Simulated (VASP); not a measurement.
# ZnSe (F-43m) in VASP: notebook, part 2 of 2

VASP 6.6.1.

## (3) G0W0 quasiparticle levels, PBE

POSCAR

```
ZnSe
1.0
    0.0000000000      2.8338000000      2.8338000000
    2.8338000000      0.0000000000      2.8338000000
    2.8338000000      2.8338000000      0.0000000000
Se Zn
1 1
Direct
    0.7500000000      0.7500000000      0.7500000000
    0.0000000000      0.0000000000      0.0000000000
```

INCAR.step1

```
PREC = Accurate
ENCUT = 500
EDIFF = 1E-8
ISMEAR = 0
SIGMA = 0.01
LREAL = F
LASPH = T
NELM = 100
ALGO = Normal
LWAVE = T
LCHARG = F
GGA = PE
```

INCAR.step2

```
PREC = Accurate
ENCUT = 500
EDIFF = 1E-8
ISMEAR = 0
SIGMA = 0.01
LREAL = F
LASPH = T
NELM = 1
ALGO = Exact
LWAVE = T
LCHARG = F
GGA = PE
NBANDS = 144
LOPTICS = T
ISTART = 1
```

INCAR.step3

```
PREC = Accurate
ENCUT = 500
EDIFF = 1E-8
ISMEAR = 0
SIGMA = 0.01
LREAL = F
LASPH = T
ALGO = EVGW0
LWAVE = F
LCHARG = F
GGA = PE
NELMGW = 1
NBANDS = 144
ENCUTGW = 120.0
NOMEGA = 96
PRECFOCK = Fast
ISTART = 1
NBANDSGW = 17
OMEGAMAX = 20
```

KPOINTS

```
Automatic mesh
0
Gamma
  6 6 6
```

Potentials or basis: VASP PAW PBE potentials, release 64 (Se_GW, Zn_GW).

Launch:

```console
$ cat potpaw_PBE.64/Se_GW/POTCAR potpaw_PBE.64/Zn_GW/POTCAR > POTCAR
$ cp INCAR.step1 INCAR
$ mpirun -np 1 vasp_std > vasp.out
$ cp INCAR.step2 INCAR
$ mpirun -np 1 vasp_std > vasp.out
$ cp INCAR.step3 INCAR
$ mpirun -np 1 vasp_std > vasp.out
```

OUTCAR:

```text
PREC = Accurate
   ENCUT = 500
   EDIFF = 1E-8
   ISMEAR = 0
   LREAL = F
   LASPH = T
   GGA = PE
   NELMGW = 1
   ENCUTGW = 120.0
   PRECFOCK = Fast
   ISTART = 1

 ion  position               nearest neighbor table
   1  0.750  0.750  0.750-   2 2.45   2 2.45   2 2.45   2 2.45
   2  0.000  0.000  0.000-   1 2.45   1 2.45   1 2.45   1 2.45

  LATTYP: Found a face centered cubic cell.
 ALAT       =     5.6676000000

  Lattice vectors:

 A1 = (   0.0000000000,   2.8338000000,   2.8338000000)
 A2 = (   2.8338000000,   0.0000000000,   2.8338000000)
 A3 = (   2.8338000000,   2.8338000000,   0.0000000000)

Analysis of symmetry for initial positions (statically):
=====================================================================
 Subroutine PRICEL returns:
 Original cell was already a primitive cell.

[... 134 lines left out ...]
  Fermi-wavevector in a.u.,A,eV,Ry     =   1.201673  2.270834 19.647073  1.444019
  Thomas-Fermi vector in A             =   2.337476
   LORBIT       =      0    0 simple, 1 ext, 2 COOP (PROOUT), +10 PAW based schemes
   GGA     = PE    functional components
   LHFCALC =     T    Hartree Fock is set to
   PRECFOCK=fast      Normal, Fast or Accurate (Low or Medium for compatibility)
   ENCUT4O =  -1.0   cutoff for four orbital integrals eV
   NKREDX  =     1    reduce k-point grid by
   NKREDY  =     1    reduce k-point grid by
   NKREDZ  =     1    reduce k-point grid by
   AEXX    =    1.0000 exact exchange contribution
   HFSCREEN=    0.0000 screening length (either q_TF or 0.3 A-1)
   HFSCREENC=   0.0000 screening length for correlation (either q_TF or 0.3 A-1)
   ENCUTFOCK=  -1.0 apply spherical cutoff to Coloumb kernel
   IVDW    =     0    specifies the selected vdW correction
   LEPSILON=     F    determine dielectric tensor
   LRPA    =     F    only Hartree local field effects (RPA)
   LRPAFORCE           =     F    calculate RPA forces
   ENCUTGW             = 120.0    cutoff for response function in eV
   ENCUTGWSOFT         =  96.0    soft cutoff for Coulomb kernel in GW response function in eV
   ENCUTLF             =  -1.0    cutoff for local field effects
   NELMGW              =     1    number of iterations in solving QP/BSE equation
   NELMHF              =     1    number of iterations in the inner HF iteration
   NKREDLFX            =     1    NKREDLFY  =   1   NKREDLFZ  =   1
 non-spin polarized calculation
 Gauss-broadening in eV      SIGMA  =   0.01
  energy-cutoff  :      500.00
  volume of cell :       45.51
 maximum number of plane-waves:      1173
 NGX is ok and might be reduce to    30
  NGX = 18; NGY = 18; NGZ = 18
   NGX = 15   NGY = 15   NGZ = 15
 maximum number of plane-waves:       144
 NGX is ok and might be reduce to    18

 QP shifts <psi_nk| G(iteration)W_0 |psi_nk>: iteration 1
 for sc-GW calculations column KS-energies equals QP-energies in previous step
 and V_xc(KS)=  KS-energies - (<T + V_ion + V_H > + <T+V_H+V_ion>^1  + <V_x>^1)

 k-point   1 :       0.0000    0.0000    0.0000
  band No.  KS-energies  QP-energies   sigma(KS)   V_xc(KS)     V^pw_x(r,r')   Z            occupation Imag(sigma)

      1     -10.6103     -11.0694     -13.0199     -12.3160     -19.8505       0.6523       2.0000       1.0490
      2      -3.8970      -5.6130     -22.2289     -19.6771     -30.8351       0.6724       2.0000       0.1430
      3      -3.8970      -5.6130     -22.2289     -19.6771     -30.8351       0.6724       2.0000       0.1430
      4      -3.8970      -5.6130     -22.2289     -19.6771     -30.8351       0.6724       2.0000       0.1430
      5      -3.5272      -5.3485     -23.1803     -20.4975     -32.0542       0.6789       2.0000       0.1231
      6      -3.5272      -5.3485     -23.1803     -20.4975     -32.0542       0.6789       2.0000       0.1231
[... 311 lines left out ...]
      3      -3.6808      -5.4536     -22.8521     -20.2333     -31.6683       0.6770       2.0000       0.1381
      4      -3.6081      -5.3772     -22.7854     -20.1725     -31.5341       0.6771       2.0000       0.1359
      5      -3.5131      -5.3264     -23.1580     -20.4856     -32.0331       0.6785       2.0000       0.1254
      6      -3.2570      -5.0354     -23.0826     -20.4766     -31.8595       0.6824       2.0000       0.1370
[... 9 lines left out ...]
     16      16.8036      16.8810      -9.3066      -9.4094      -3.5999       0.7530       0.0000      -0.5487
     17      17.1660      17.4826      -9.7735     -10.1943      -3.8788       0.7524       0.0000      -0.5602
```

OUTCAR.step1:

```text
PREC = Accurate
   ENCUT = 500
   EDIFF = 1E-8
   ISMEAR = 0
   LREAL = F
   LASPH = T
[... 465 lines left out ...]
 -----------------------------------------------------------------------------------
      4.25070      4.25070      4.25070        -0.000000     -0.000000     -0.000000
      0.00000      0.00000      0.00000         0.000000      0.000000      0.000000
 -----------------------------------------------------------------------------------
    total drift:                                0.000000      0.000000      0.000000

  FREE ENERGIE OF THE ION-ELECTRON SYSTEM (eV)
  ---------------------------------------------------
  free  energy   TOTEN  =        -6.0219002464 eV

  energy  without entropy=       -6.0219002464  energy(sigma->0) =       -6.02190025
```

Wall time 25 min (1 thread of Intel Xeon Platinum 8259CL at 2.50GHz (Skylake/Cascade Lake), shared host); peak memory 0.96 GiB.

Results:

- Quasiparticle gap: 2.45 eV
- Least direct quasiparticle gap: 2.45 eV
- Band gap of the starting levels on the mesh: 1.28 eV
- Least direct gap of the starting levels on the mesh: 1.28 eV

Caveat: bands, screening cutoff and mesh are small and nothing is extrapolated, so the quasiparticle values aren't converged.
